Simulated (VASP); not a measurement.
GaP:

```xyz
2
Lattice="0.0000 2.7252 2.7252 2.7252 0.0000 2.7252 2.7252 2.7252 0.0000" Properties=species:S:1:pos:R:3 pbc="T T T"
Ga    0.0000    0.0000    0.0000
P     4.0879    4.0879    4.0879
```

```yaml
Program: VASP 6.6.1
Task: relaxation of cell and atoms
Functional: PBE
Potentials_or_basis: VASP PAW PBE potentials, release 64 (Ga_d, P)
Cutoff: 750 eV
k_mesh: 9 × 9 × 9
Occupations: gaussian, width 0.03 eV
Spin: non-collinear spin, zero start, spin-orbit coupling
Starting_moments: "[[0.0, 0.0, 0.0], [0.0, 0.0, 0.0]] μB"
```

At the start: pressure 2.5 GPa; volume 20.24 Å³/atom.

Problem. How do energy, volume and symmetry change on relaxing?

Solution. Over 10 steps the energy falls by 4.7 meV/atom and the volume is 20.86 Å³/atom (+3.1 %); space group F-43m (No. 216, to 0.1 Å) before and after; moment 0.00 μB per cell.

The path:
```tsv
step	energy change (eV)	largest force (eV/Å)	pressure (GPa)	volume (Å³)
1	0.0000	0.0000	2.48	40.48
2	-0.0072	0.0000	-1.07	42.34
3	-0.0093	0.0000	0.02	41.72
4	-0.0093	0.0000	-0.05	41.75
5	-0.0093	0.0000	0.04	41.71
6	-0.0093	0.0000	0.00	41.72
7	-0.0094	0.0000	0.02	41.72
8	-0.0094	0.0000	-0.03	41.74
9	-0.0094	0.0000	0.01	41.73
10	-0.0094	0.0000	0.01	41.73
```

Final structure:
```xyz
2
Lattice="0.0000 2.7529 2.7529 2.7529 0.0000 2.7529 2.7529 2.7529 0.0000" Properties=species:S:1:pos:R:3 pbc="T T T"
Ga    0.0000    0.0000    0.0000
P     4.1294    4.1294    4.1294
```
